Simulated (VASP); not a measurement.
Crystal: ZnB6.

```
Zn B
1.0
     3.96194    0.00000    0.00000
     0.00000    3.96194    0.00000
     0.00000    0.00000    3.96194
Zn B
1 6
Direct
  0.00000 0.00000 0.00000
  0.20700 0.50000 0.50000
  0.50000 0.20700 0.50000
  0.79300 0.50000 0.50000
  0.50000 0.79300 0.50000
  0.50000 0.50000 0.20700
  0.50000 0.50000 0.79300
```

| Property | Result |
| --- | --- |
| Program | VASP 6.6.1 |
| Task | relaxation of cell and atoms |
| Functional | PBE |
| Potentials or basis | VASP PAW PBE potentials, release 64 (Zn, B) |
| Cutoff | 500 eV |
| k mesh | 4 × 4 × 4 |
| Occupations | gaussian, width 0.1 eV |
| Spin | no spin polarisation |

At the start: pressure 26.1 GPa; volume 8.88 Å³/atom.

Problem. How do energy, volume and symmetry change on relaxing?

Solution. Over 9 steps the energy falls by 133.9 meV/atom and the volume is 10.06 Å³/atom (+13.2 %); space group Pm-3m (No. 221, to 0.05 Å).

Step by step:
```
step  energy change (eV)  largest force (eV/Å)  pressure (GPa)  volume (Å³)
   1              0.0000                3.5129           26.13        62.19
   2              3.8885               11.7313            3.25        76.17
   3             -0.6922                1.5491           10.86        65.72
   4             -0.7031                1.1374           11.98        65.36
   5             -0.8904                0.1701           -4.97        73.30
   6             -0.9364                0.1465           -0.41        70.68
   7             -0.9363                0.1615           -0.19        70.57
   8             -0.9341                0.2412            0.97        70.15
   9             -0.9374                0.0182            0.22        70.42
```

Final structure:
```
Zn B
1.0
     4.12948    0.00000    0.00000
     0.00000    4.12948    0.00000
     0.00000    0.00000    4.12948
Zn B
1 6
Direct
  0.00000 0.00000 0.00000
  0.19874 0.50000 0.50000
  0.50000 0.19874 0.50000
  0.80126 0.50000 0.50000
  0.50000 0.80126 0.50000
  0.50000 0.50000 0.19874
  0.50000 0.50000 0.80126
```

Caveat: the k points lie up to 0.38 Å⁻¹ apart in the final cell.
